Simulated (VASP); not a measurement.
# Nb (Im-3m) in VASP: further runs, part 2 of 2

VASP 6.6.1. The steps go on from the part before.

**3. Relaxation of cell and atoms, LDA, target pressure 1.1 GPa, at which the enthalpy is minimised**

This run uses another cell than the first one, of 17.63 Å³/atom.

File INCAR:

```
SYSTEM = Nb
ALGO = Normal
EDIFF = 1E-7
EDIFFG = -0.005
ENCUT = 600
IBRION = 2
ISIF = 3
ISMEAR = -1
LASPH = .True.
LCHARG = .False.
LREAL = .False.
LWAVE = .False.
NELM = 100
NSW = 60
PREC = Accurate
PSTRESS = 11.0
SIGMA = 0.05
```

File KPOINTS:

```
k-points
0
Gamma
  17 17 17
  0 0 0
```

File POSCAR:

```
Nb
1.0
   -1.6394608670      1.6394608670      1.6394608670
    1.6394608670     -1.6394608670      1.6394608670
    1.6394608670      1.6394608670     -1.6394608670
Nb
1
Direct
    0.0000000000      0.0000000000      0.0000000000
```

Potentials or basis: VASP PAW LDA potentials, release 64 (Nb_sv).

The run is started by

```bash
$ cat potpaw_LDA.64/Nb_sv/POTCAR > POTCAR
$ mpirun -np 1 vasp_std > vasp.out
```

OUTCAR:

```text
SYSTEM = Nb
   EDIFF = 1E-7
   EDIFFG = -0.005
   ENCUT = 600
   IBRION = 2
   ISIF = 3
   ISMEAR = -1
   LASPH = .True.
   LREAL = .False.
   NELM = 100
   NSW = 60
   PREC = Accurate
   PSTRESS = 11.0

 ion  position               nearest neighbor table
   1  0.000  0.000  0.000-

  LATTYP: Found a body centered cubic cell.
 ALAT       =     3.2789217340

  Lattice vectors:

 A1 = (  -1.6394608670,   1.6394608670,   1.6394608670)
 A2 = (   1.6394608670,  -1.6394608670,   1.6394608670)
 A3 = (   1.6394608670,   1.6394608670,  -1.6394608670)

Analysis of symmetry for initial positions (statically):
=====================================================================
 Subroutine PRICEL returns:
 Original cell was already a primitive cell.

 Routine SETGRP: Setting up the symmetry group for a
 body centered cubic supercell.

 Subroutine GETGRP returns: Found 48 space group operations
 (whereof 48 operations were pure point group operations)
 out of a pool of 48 trial point group operations.

The static configuration has the point symmetry O_h .

Analysis of symmetry for dynamics (positions and initial velocities):
=====================================================================
 Subroutine PRICEL returns:
 Original cell was already a primitive cell.

 Routine SETGRP: Setting up the symmetry group for a
 body centered cubic supercell.

 Subroutine GETGRP returns: Found 48 space group operations
 (whereof 48 operations were pure point group operations)
 out of a pool of 48 trial point group operations.

The dynamic configuration has the point symmetry O_h .

 Subroutine INISYM returns: Found 48 space group operations
 (whereof 48 operations are pure point group operations),
 and found     1 'primitive' translations

----------------------------------------------------------------------------------------

                                     Primitive cell

  volume of cell :      17.6264

  direct lattice vectors                    reciprocal lattice vectors
    -1.639460867  1.639460867  1.639460867     0.000000000  0.304978307  0.304978307
     1.639460867 -1.639460867  1.639460867     0.304978307  0.000000000  0.304978307
     1.639460867  1.639460867 -1.639460867     0.304978307  0.304978307  0.000000000

  length of vectors
     2.839629519  2.839629519  2.839629519     0.431304458  0.431304458  0.431304458

  position of ions in fractional coordinates (direct lattice)
     0.000000000  0.000000000  0.000000000

  ion indices of the primitive-cell ions
   primitive index   ion index
                 1           1

----------------------------------------------------------------------------------------

 KPOINTS: k-points

Automatic generation of k-mesh.
 Grid dimensions read from file:
 generate k-points for:   17   17   17

 Generating k-lattice:

  Cartesian coordinates                     Fractional coordinates (reciprocal lattice)
     0.000000000  0.017939900  0.017939900     0.058823529  0.000000000  0.000000000
[... 43 lines left out ...]
   total plane-waves  NPLWV =  13824
   dimension x,y,z NGX =    24 NGY =   24 NGZ =   24
   dimension x,y,z NGXF=    48 NGYF=   48 NGZF=   48
   ions per type =               1
   NGX,Y,Z   is equivalent  to a cutoff of  14.05, 14.05, 14.05 a.u.
   NGXF,Y,Z  is equivalent  to a cutoff of  28.10, 28.10, 28.10 a.u.
 SYSTEM =  Nb
   PREC   = accura    normal or accurate (medium, high low for compatibility)
   ISTART =      0    job   : 0-new  1-cont  2-samecut
   ICHARG =      2    charge: 1-file 2-atom 10-const
   ISPIN  =      1    spin polarized calculation?
   LNONCOLLINEAR =      F non collinear calculations
   LSORBIT =      F    spin-orbit coupling
   LASPH  =      T    aspherical Exc in radial PAW
   ENCUT  =  600.0 eV  44.10 Ry    6.64 a.u.   5.67  5.67  5.67*2*pi/ulx,y,z
   NELM   =    100;   NELMIN=  2; NELMDL= -5     # of ELM steps
   EDIFF  = 0.1E-06   stopping-criterion for ELM
   LREAL  =      F    real-space projection
   EDIFFG = -.5E-02   stopping-criterion for IOM
   NSW    =     60    number of steps for IOM
   IBRION =      2    ionic relax: 0-MD 1-quasi-New 2-CG
   NFREE  =      1    steps in history (QN), initial steepest desc. (CG)
   ISIF   =      3    stress and relaxation
   ISYM   =      2    0-nonsym 1-usesym 2-fastsym
   POTIM  = 0.5000    time-step for ionic-motion
   TEBEG  =    0.0;   TEEND  =   0.0 temperature during run
   PSTRESS=   11.0 pullay stress
   NELECT =      13.0000    total number of electrons
   NUPDOWN=      -1.0000    fix difference up-down
   EMIN   =  10.00;   EMAX   =-10.00  energy-range for DOS
   EFERMI =   0.00;   METHOD = LEGACY
   ISMEAR =    -1;   SIGMA  =   0.05  broadening in eV -4-tet -1-fermi 0-gaus
   EFERMI_NEDOS =   21; number of points for ismear=-14 and -15
   IALGO  =     38    algorithm
   IMIX   =      4    mixing-type and parameters
     AMIX     =   0.40;   BMIX     =  1.00
     AMIX_MAG =   1.60;   BMIX_MAG =  1.00
  volume/ion in A,a.u.               =      17.63       118.95
  Fermi-wavevector in a.u.,A,eV,Ry     =   1.479114  2.795120 29.766518  2.187777
  Thomas-Fermi vector in A             =   2.593311
   LORBIT       =      0    0 simple, 1 ext, 2 COOP (PROOUT), +10 PAW based schemes
   GGA     = CA    functional components
   LHFCALC =     F    Hartree Fock is set to
   AEXX    =    0.0000 exact exchange contribution
   IVDW    =     0    specifies the selected vdW correction
   LEPSILON=     F    determine dielectric tensor
   LRPA    =     F    only Hartree local field effects (RPA)
 conjugate gradient relaxation of ions
 non-spin polarized calculation
  energy-cutoff  :      600.00
  volume of cell :       17.63
 maximum number of plane-waves:       603
   NGX = 11   NGY = 11   NGZ = 11

--------------------------------------- Ionic step        1  -------------------------------------------

 number of electron      13.0000001 magnetization

 Free energy of the ion-electron system (eV)
  ---------------------------------------------------
  ext. energy  EPLUGINS =         0.00000000
  ---------------------------------------------------
  free energy    TOTEN  =       -11.25424034 eV

  energy without entropy =      -11.24202652  energy(sigma->0) =      -11.24813343

------------------------ aborting loop because EDIFF is reached ----------------------------------------

  FORCE on cell =-STRESS in cart. coord.  units (eV):
  Direction    XX          YY          ZZ          XY          YZ          ZX
  --------------------------------------------------------------------------------------
  -------------------------------------------------------------------------------------
  Total       -0.6148619     -0.6148619     -0.6148619     -0.0000000     -0.0000000     -0.0000000
  in kB      -55.8888323    -55.8888323    -55.8888323     -0.0000000     -0.0000000     -0.0000000
  external PRESSURE =     -66.8888323 kB  Pullay stress =      11.0000000 kB
[... 98 lines left out ...]
--------------------------------------- Ionic step        4  -------------------------------------------

 number of electron      13.0000000 magnetization

 Free energy of the ion-electron system (eV)
  ---------------------------------------------------
  ext. energy  EPLUGINS =         0.00000000
  ---------------------------------------------------
  free energy    TOTEN  =       -11.26348031 eV

  energy without entropy =      -11.25212220  energy(sigma->0) =      -11.25780126

 E-fermi :  11.8301     XC(G=0): -13.0168

 val. band max:       11.8214640169   @ k =   0.1176   0.0588   0.0000
 cond. band min:      11.8363708359   @ k =  -0.2353   0.3529   0.1176
 fundamental gap:      0.0149068190
 Fermi energy:        11.8300924689

 k-point     1 :       0.0000    0.0000    0.0000
  band No.  band energies     occupation
      1     -42.1730      2.00000
      2     -17.4820      2.00000
      3     -17.4820      2.00000
      4     -17.4820      2.00000
      5       5.8080      2.00000
      6      12.1487      0.00341
      7      12.1487      0.00341
      8      12.1487      0.00341
      9      15.2500      0.00000
     10      15.2500      0.00000
[... 287 lines left out ...]
 k-point    24 :       0.1765    0.1765    0.0000
  band No.  band energies     occupation
      1     -41.9601      2.00000
      2     -18.5442      2.00000
      3     -17.8336      2.00000
      4     -17.5937      2.00000
      5       8.6190      2.00000
      6      10.7429      2.00000
      7      11.0976      2.00000
      8      14.3415      0.00000
      9      15.9073      0.00000
     10      16.2740      0.00000

 [... further k-points ...]

------------------------ aborting loop because EDIFF is reached ----------------------------------------

  FORCE on cell =-STRESS in cart. coord.  units (eV):
  Direction    XX          YY          ZZ          XY          YZ          ZX
  --------------------------------------------------------------------------------------
  -------------------------------------------------------------------------------------
  Total        0.1156745      0.1156745      0.1156745      0.0000000     -0.0000000      0.0000000
  in kB       10.9072420     10.9072420     10.9072420      0.0000000     -0.0000000      0.0000000
  external PRESSURE =      -0.0927580 kB  Pullay stress =      11.0000000 kB
[... 20 lines left out ...]
  energy  without entropy=      -11.2521222030  energy(sigma->0) =      -11.25780126

  enthalpy is  TOTEN    =       -11.1468221089 eV   P V=        0.1166581998

 reached required accuracy - stopping structural energy minimisation
```

OSZICAR:

```text
N       E                     dE             d eps       ncg     rms          rms(c)
DAV:   1     0.136041601896E+03    0.13604E+03   -0.80610E+03  3316   0.146E+03
DAV:   2    -0.455114803762E+01   -0.14059E+03   -0.13708E+03  3658   0.499E+02
DAV:   3    -0.113481349534E+02   -0.67970E+01   -0.64309E+01  5242   0.964E+01
[... 36 lines left out ...]
DAV:   2    -0.112634866330E+02    0.10507E-03   -0.25780E-04  5096   0.251E-01    0.235E-02
DAV:   3    -0.112634757097E+02    0.10923E-04   -0.81817E-05  5128   0.112E-01    0.145E-02
DAV:   4    -0.112634781858E+02   -0.24761E-05   -0.30556E-06  4470   0.188E-02    0.795E-03
DAV:   5    -0.112634803384E+02   -0.21526E-05   -0.66041E-06  5890   0.209E-02    0.291E-03
DAV:   6    -0.112634803088E+02    0.29600E-07   -0.11305E-07  2446   0.467E-03
   4 F= -.11146822E+02 E0= -.11141143E+02  d E =-.135985E-01
```

Run time: 1.7 min. Hardware: 1 thread of Intel Xeon 8259CL, shared host; peak memory 0.14 GiB.

Results:

```yaml
Free_energy: -11.2635 eV
Relaxed_volume: 16.99 Å³/atom
Relaxed_cell: a = 2.805 Å, b = 2.805 Å, c = 2.805 Å, α = 109.47°, β = 109.47°, γ = 109.47°
Space_group_after_relaxing_to_0.1_Å: Im-3m (No. 229)
Energy_change_on_relaxing_the_run_minimises_the_enthalpy: -9.2 meV/atom
Ionic_steps: 4
Pressure_after_relaxing: 1.1 GPa
Band_gap_on_the_k_mesh: zero (an odd number of electrons rules out a gap without spin polarisation)
```

The path:
| step | energy change (eV) | largest force (eV/Å) | pressure (GPa) | volume (Å³) |
| --- | --- | --- | --- | --- |
| 1 | 0.0000 | 0.0000 | -5.59 | 17.63 |
| 2 | 0.0545 | 0.0000 | 17.15 | 15.81 |
| 3 | -0.0093 | 0.0000 | 0.92 | 17.01 |
| 4 | -0.0092 | 0.0000 | 1.09 | 16.99 |

Final structure:
```xyz
1
Lattice="-1.6195 1.6195 1.6195 1.6195 -1.6195 1.6195 1.6195 1.6195 -1.6195" Properties=species:S:1:pos:R:3 pbc="T T T"
Nb    0.0000    0.0000    0.0000
```

Levels at points of the mesh, in eV from the Fermi level:
| k point | band 2 | band 3 | band 4 | band 5 | band 6 | band 7 | band 8 | band 9 | band 10 |
| --- | --- | --- | --- | --- | --- | --- | --- | --- | --- |
| (0.00, 0.00, 0.00) | -29.31 | -29.31 | -29.31 | -6.02 | 0.32 | 0.32 | 0.32 | 3.42 | 3.42 |

Caveat: the cell is relaxed towards a set pressure, so the run minimises the enthalpy, not the energy.
